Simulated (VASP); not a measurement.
# MgC2 (P6/mmm) in VASP: further runs, part 2 of 2

VASP 6.6.1. Earlier steps stand in the parts before.

## Step 4: Single point, PBE

This run uses another cell than the first one, of 46.37 Å³/atom.

Input file INCAR:

```
SYSTEM = MgC2
ALGO = Normal ; EDIFF = 1E-6
ENCUT = 840 ; GGA = PE
GGA_COMPAT = .False. ; ISIF = 2
ISMEAR = 0 ; LASPH = .True.
LCHARG = .False. ; LREAL = .False.
LWAVE = .False. ; NBANDS = 16
NELM = 120 ; PREC = Accurate
SIGMA = 0.1
```

Input file KPOINTS:

```
k-points
0
Gamma
  6 6 4
  0 0 0
```

Input file POSCAR:

```
MgC2
1.0
    5.5195436671      0.0000000052      0.0000000000
   -2.7597718380      4.7800650304      0.0000000000
    0.0000000000      0.0000000000      5.2724676037
Mg C
1 2
Direct
    0.0000000000      0.0000000000      0.5000000000
    0.0000000000      0.0000000000      0.1175772180
    0.0000000000      0.0000000000      0.8824227820
```

Potentials or basis: VASP PAW PBE potentials, release 64 (Mg_sv, C).

The run is started by

```console
cat potpaw_PBE.64/Mg_sv/POTCAR potpaw_PBE.64/C/POTCAR > POTCAR
mpirun -np 1 vasp_std > vasp.out
```

OUTCAR:

```text
SYSTEM = MgC2
   EDIFF = 1E-6
   ENCUT = 840
   GGA = PE
   ISIF = 2
   ISMEAR = 0
   LASPH = .True.
   LREAL = .False.
   NELM = 120
   PREC = Accurate

 ion  position               nearest neighbor table
   1  0.000  0.000  0.500-   2 2.02   3 2.02
   2  0.000  0.000  0.118-   3 1.24   1 2.02
   3  0.000  0.000  0.882-   2 1.24   1 2.02

  LATTYP: Found a hexagonal cell.
 ALAT       =     5.5195436671
 C/A-ratio  =     0.9552361430

  Lattice vectors:

 A1 = (   5.5195436671,   0.0000000052,   0.0000000000)
 A2 = (  -2.7597718380,   4.7800650304,   0.0000000000)
 A3 = (   0.0000000000,   0.0000000000,   5.2724676037)

Analysis of symmetry for initial positions (statically):
=====================================================================
 Subroutine PRICEL returns:
 Original cell was already a primitive cell.

 Routine SETGRP: Setting up the symmetry group for a
 hexagonal supercell.

 Subroutine GETGRP returns: Found 24 space group operations
 (whereof 24 operations were pure point group operations)
 out of a pool of 24 trial point group operations.

The static configuration has the point symmetry D_6h.

Analysis of symmetry for dynamics (positions and initial velocities):
=====================================================================
 Subroutine PRICEL returns:
 Original cell was already a primitive cell.

 Routine SETGRP: Setting up the symmetry group for a
 hexagonal supercell.

 Subroutine GETGRP returns: Found 24 space group operations
 (whereof 24 operations were pure point group operations)
 out of a pool of 24 trial point group operations.

The dynamic configuration has the point symmetry D_6h.

 Subroutine INISYM returns: Found 24 space group operations
 (whereof 24 operations are pure point group operations),
 and found     1 'primitive' translations

[... 112 lines left out ...]
     AMIX_MAG =   1.60;   BMIX_MAG =  1.00
  volume/ion in A,a.u.               =      46.37       312.91
  Fermi-wavevector in a.u.,A,eV,Ry     =   0.828035  1.564759  9.328725  0.685642
  Thomas-Fermi vector in A             =   1.940342
   LORBIT       =      0    0 simple, 1 ext, 2 COOP (PROOUT), +10 PAW based schemes
   GGA     = PE    functional components
   LHFCALC =     F    Hartree Fock is set to
   AEXX    =    0.0000 exact exchange contribution
   IVDW    =     0    specifies the selected vdW correction
   LEPSILON=     F    determine dielectric tensor
   LRPA    =     F    only Hartree local field effects (RPA)
 non-spin polarized calculation
 Gauss-broadening in eV      SIGMA  =   0.10
  energy-cutoff  :      840.00
  volume of cell :      139.11
 maximum number of plane-waves:      7725
 NGX is ok and might be reduce to    54
   NGX = 27   NGY = 27   NGZ = 25

 number of electron      17.9999994 magnetization

 Free energy of the ion-electron system (eV)
  ---------------------------------------------------
  ext. energy  EPLUGINS =         0.00000000
  ---------------------------------------------------
  free energy    TOTEN  =       -16.90114310 eV

  energy without entropy =      -16.90114310  energy(sigma->0) =      -16.90114310

 E-fermi :  -3.4129     XC(G=0):  -4.5243

 val. band max:       -3.9699306512   @ k =   0.0000   0.0000   0.5000
 cond. band min:      -0.4822632279   @ k =   0.5000   0.0000   0.5000
 fundamental gap:      3.4876674233
 Fermi energy:        -3.4129381186

 k-point     1 :       0.0000    0.0000    0.0000
  band No.  band energies     occupation
      1     -78.1042      2.00000
      2     -44.9595      2.00000
      3     -44.9595      2.00000
      4     -44.6752      2.00000
      5     -14.9384      2.00000
      6      -7.1700      2.00000
[... 376 lines left out ...]
      3     -44.9596      2.00000
      4     -44.6752      2.00000
      5     -14.8929      2.00000
      6      -7.9476      2.00000
[... 8 lines left out ...]
     15       4.4059      0.00000
     16       4.4059      0.00000

------------------------ aborting loop because EDIFF is reached ----------------------------------------

  FORCE on cell =-STRESS in cart. coord.  units (eV):
  Direction    XX          YY          ZZ          XY          YZ          ZX
  --------------------------------------------------------------------------------------
  -------------------------------------------------------------------------------------
  Total        0.1778110      0.1778110     -0.0040520      0.0000000     -0.0000000     -0.0000000
  in kB        2.0479446      2.0479446     -0.0466687      0.0000000     -0.0000000     -0.0000000
  external PRESSURE =       1.3497402 kB  Pullay stress =       0.0000000 kB

 VOLUME and BASIS-vectors are now :
 -----------------------------------------------------------------------------
  energy-cutoff  :      840.00
  volume of cell :      139.11
      direct lattice vectors                 reciprocal lattice vectors
     5.519543667  0.000000005  0.000000000     0.181174398  0.104601088  0.000000000
    -2.759771838  4.780065030  0.000000000    -0.000000000  0.209202175  0.000000000
     0.000000000  0.000000000  5.272467604     0.000000000  0.000000000  0.189664513

 POSITION                                       TOTAL-FORCE (eV/Angst)
 -----------------------------------------------------------------------------------
      0.00000      0.00000      2.63623        -0.000000     -0.000000      0.000000
      0.00000      0.00000      0.61992         0.000000      0.000000      0.064917
      0.00000      0.00000      4.65255         0.000000     -0.000000     -0.064917
 -----------------------------------------------------------------------------------
    total drift:                                0.000000     -0.000000      0.000000

  FREE ENERGIE OF THE ION-ELECTRON SYSTEM (eV)
  ---------------------------------------------------
  free  energy   TOTEN  =       -16.9011430971 eV

  energy  without entropy=      -16.9011430971  energy(sigma->0) =      -16.90114310
```

stdout:

```text
POSCAR found type information on POSCAR MgC
 POSCAR found :  2 types and       3 ions
 scaLAPACK will be used
 LDA part: xc-table for (Slater+PW92), standard interpolation
 POSCAR, INCAR and KPOINTS ok, starting setup
 FFT: planning ... GRIDC
 FFT: planning ... GRID_SOFT
 FFT: planning ... GRID
 WAVECAR not read
 entering main loop
```

Wall time 64 s (1 thread of Intel Xeon 6975P-C (Granite Rapids), shared host); peak memory 0.41 GiB.

Results:

* Free energy: -16.9011 eV
* Pressure: 0.1 GPa
* Largest force: 0.065 eV/Å
* Band gap on the k mesh: 3.49 eV (least direct gap 3.52 eV)

Forces in eV/Å, atoms in the order of the input:
```
Mg   0.000  0.000  0.000
C    0.000  0.000  0.065
C    0.000  0.000 -0.065
```

Levels at points of the mesh, in eV from the valence-band top:
| k point | band 6 | band 7 | band 8 | band 9 | band 10 | band 11 | band 12 | band 13 |
| --- | --- | --- | --- | --- | --- | --- | --- | --- |
| (0.00, 0.00, 0.00) | -3.20 | -2.03 | -0.11 | -0.11 | 4.13 | 6.28 | 6.28 | 7.47 |
| (0.50, 0.00, 0.00) | -3.18 | -1.92 | -0.34 | -0.16 | 4.91 | 5.47 | 5.87 | 6.20 |
| (0.00, 0.00, 0.50) | -4.03 | -0.81 | 0.00 | 0.00 | 3.94 | 4.79 | 4.79 | 6.45 |
| (0.50, 0.00, 0.50) | -3.98 | -0.77 | -0.16 | -0.03 | 3.49 | 4.52 | 5.14 | 7.95 |

## Step 5: Summary

| task | spin | cell | gap on the mesh (eV) | pressure (GPa) | largest force (eV/Å) |
| --- | --- | --- | --- | --- | --- |
| relaxation of cell and atoms | off | relaxed from a = 3.086, b = 3.086, c = 5.585 Å, angles 90.0, 90.0, 120.0°, 3 atoms, atomic positions A | 1.94 | 0.1 | 0.03 |
| single point | collinear | a = 3.086, b = 3.086, c = 5.585 Å, angles 90.0, 90.0, 120.0°, 3 atoms, atomic positions A | none | -3.6 | 8.26 |
| single point | off | a = 5.520, b = 5.520, c = 5.272 Å, angles 90.0, 90.0, 120.0°, 3 atoms, atomic positions B | 3.49 | 0.1 | 0.06 |

Alike in all rows: level PBE; potentials or basis VASP PAW PBE potentials, release 64 (Mg_sv, C); k mesh 6 × 6 × 4; cutoff (eV) 840; smearing gaussian 0.1 eV.

Caveats: some runs use coarse meshes; the volume moved by over 15 % at a fixed basis, so the end points are rough (at least some runs); forces of over 1 eV/Å act on the atoms, so gaps and moduli don't describe the material at rest (at least some runs).

Absolute energies hang on the potentials; compare differences alone.

The gap in the log of VASP goes by the Fermi energy; the results here count the filled bands.